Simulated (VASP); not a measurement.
A run of VASP 6.6.1 is set up as follows.

File POSCAR:

```
Ta3N
1.0
    3.8993387023      0.0000000000      0.0000000000
    0.0000000000      3.8993387023      0.0000000000
    0.0000000000      0.0000000000      3.8993387023
Ta N
3 1
Direct
    0.0000000000      0.5000000000      0.5000000000
    0.5000000000      0.0000000000      0.5000000000
    0.5000000000      0.5000000000      0.0000000000
    0.0000000000      0.0000000000      0.0000000000
```

The input INCAR.step1:

```
SYSTEM = Ta3N
ALGO     = Normal         ! electronic algorithm
EDIFF    = 1E-4           ! SCF threshold, eV
ENCUT    = 520            ! plane-wave cutoff, eV
GGA      = PE             ! functional
ISMEAR   = 0              ! smearing method
LASPH    = .True.         ! aspherical terms in the spheres
LCHARG   = .False.        ! write CHGCAR
LREAL    = .False.        ! projectors in reciprocal space
LWAVE    = .True.         ! write WAVECAR
NBANDS   = 27             ! bands
NELM     = 60             ! most SCF steps
PREC     = Accurate       ! precision mode
SIGMA    = 0.1            ! smearing width, eV
```

INCAR.step2

```
SYSTEM = Ta3N
ALGO     = Normal         ! electronic algorithm
EDIFF    = 1E-7           ! SCF threshold, eV
ENCUT    = 520            ! plane-wave cutoff, eV
ISIF     = 2              ! what is computed and relaxed
ISMEAR   = 0              ! smearing method
ISTART   = 1            
LASPH    = .True.         ! aspherical terms in the spheres
LCHARG   = .False.        ! write CHGCAR
LMIXTAU  = .True.       
LREAL    = .False.        ! projectors in reciprocal space
LWAVE    = .False.        ! write WAVECAR
METAGGA  = R2SCAN         ! meta-GGA
NBANDS   = 27             ! bands
NELM     = 60             ! most SCF steps
PREC     = Accurate       ! precision mode
SIGMA    = 0.1            ! smearing width, eV
```

KPOINTS

```
k-points
0
Gamma
  6 6 6
  0 0 0
```

Potentials or basis: VASP PAW PBE potentials, release 64 (Ta_pv, N).

Run with:

```sh
$ cat potpaw_PBE.64/Ta_pv/POTCAR potpaw_PBE.64/N/POTCAR > POTCAR
$ cp INCAR.step1 INCAR
$ mpirun -np 1 vasp_std > vasp.out
$ cp INCAR.step2 INCAR
$ mpirun -np 1 vasp_std > vasp.out
```

Task: Estimate the band gap on the k mesh.

Result: Zero (band 19 reaches 6.84 eV, above the bottom of band 20 at 4.01 eV).

Task: What does it give for the pressure?

Result: 5.6 GPa.

Caveat: the PAW data sets were made with another functional, which shifts forces and pressure a little; spin-orbit coupling is left out, which moves the levels of the heavy elements.
